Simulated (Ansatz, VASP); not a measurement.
## Ga: VASP beside Ansatz

The input INCAR:

```
PREC = Accurate
ENCUT = 520
EDIFF = 1E-8
ISMEAR = -1
SIGMA = 0.08
LREAL = F
LASPH = T
NELM = 60
ALGO = Normal
ISIF = 2
LWAVE = F
LCHARG = F
GGA = PE
LEFG = T
NBANDS = 20
```

File KPOINTS:

```
regular mesh
0
Gamma
  12 12 10
```

The input POSCAR:

```
Ga
1.0
    1.4500000000     -4.0650000000      0.0000000000
    1.4500000000      4.0650000000      0.0000000000
    0.0000000000      0.0000000000      3.1700000000
Ga
2
Direct
    0.8670000000      0.1330000000      0.2500000000
    0.1330000000      0.8670000000      0.7500000000
```

Input for Ansatz:

```yaml
crystal:
  lattice:
    - [1.45, -4.065, 0.0]
    - [1.45, 4.065, 0.0]
    - [0.0, 0.0, 3.17]
  atoms:
    - { symbol: Ga, position: [0.867, 0.133, 0.25] }
    - { symbol: Ga, position: [0.133, 0.867, 0.75] }
kpoints:
  mp_grid: { grid: [12, 12, 10] }
  band_path:
    path:
      - [0.0, 0.0, 0.0]
      - [-0.5, 0.5, 0.0]
      - [-0.2818093587, 0.7181906413, 0.0]
      - [0.2818093587, 0.2818093587, 0.0]
      - [0.0, 0.0, 0.0]
      - [0.0, 0.0, 0.5]
      - [0.2818093587, 0.2818093587, 0.5]
      - [-0.2818093587, 0.7181906413, 0.5]
      - [-0.5, 0.5, 0.5]
    npoints: 14
scf:
  occupations: { method: fermi_dirac, width: 0.08 }
hamiltonian:
  xc: pbe
  pseudopotentials: { kind: paw }
output:
  forces: true
  stress: true
  eigenvalues: true
  efg: { contact_densities: true }
  populations: true
  bader: true
  dos: { projected: true, de: 0.2, e_range: [-14, 8] }
  write_density: true
  write_potential: true
  elf: true
  volumetric_format: npy
```

Alike in both runs: task electric field gradients; functional PBE; k mesh 12 × 12 × 10; occupations fermi-dirac, width 0.08 eV; no spin polarisation.

|  | VASP | Ansatz |
| --- | --- | --- |
| version | VASP 6.6.1 | Ansatz 0.2.0 |
| potentials or method | VASP PAW PBE potentials, release 64 (Ga_d) | PAW with Ansatz's default frozen-core files, scalar-relativistic |
| plane-wave cutoff (eV) | 520 | 420 |
| valence electrons in the cell | 26 | 26 |

|  | VASP | Ansatz | Ansatz less VASP |
| --- | --- | --- | --- |
| pressure (GPa) | 1.7 | 1.6 | -0.12 |
| traceless stress, the component that is largest in VASP (GPa) | -2.38 | -2.36 | +0.018 |
| rms of the force components (eV/Å) | 0.113 | 0.113 | -0.0006 |
| size of Vzz on the site where it differs most (V/Å²) | 26.7 | 28.2 | +1.48 |

Atom by atom the forces differ by 0.001 eV/Å (rms over components).
